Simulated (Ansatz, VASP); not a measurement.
# TaNb2O5: VASP beside Ansatz

```
Ta Nb O
1.0
     4.56409   -2.09533    0.01491
     4.56409    2.09533    0.01491
    -4.49824    0.00000    4.89318
Ta Nb O
1 2 5
Cartesian
  0.0000 0.0000 0.0000
  -0.9772 0.0000 2.9346
  5.6072 0.0000 1.9884
  4.5641 0.0000 0.0149
  3.6129 0.0000 3.0235
  1.0170 0.0000 1.8995
  7.3986 0.0000 0.9790
  -2.7686 0.0000 3.9440
```

Change from the starting cell: built by hand: vacancy-ordered rocksalt M3O5 (C2/m, No. 12).

Alike in both runs: functional PBE; k mesh 10 × 10 × 6; occupations gaussian, width 0.1 eV; no spin polarisation.

Ansatz relaxed the structure, and its values are those at the end. VASP's run is a single point on that final structure, the one shown.

|  | VASP | Ansatz |
| --- | --- | --- |
| version | VASP 6.6.1 | Ansatz 0.2.0 |
| potentials or method | VASP PAW PBE potentials, release 64 (Ta_pv, Nb_sv, O), cutoff 520 eV | scalar-relativistic, plane waves, PAW |
| valence electrons in the cell | 67 | 69 |

```tsv
	VASP	Ansatz	Ansatz less VASP
gap on the k mesh at the Fermi level (eV)	none	none	-
pressure (GPa)	0.1	0.0	-0.06
rms of the force components (eV/Å)	0.031	0.000	-0.0313
```

A gap of «none» marks a metal or a gap that the smearing closes. VASP's potentials hold 67 valence electrons a cell and Ansatz's 69, so a difference there can come from the potentials and not from the codes.

Spin-orbit coupling is off throughout.
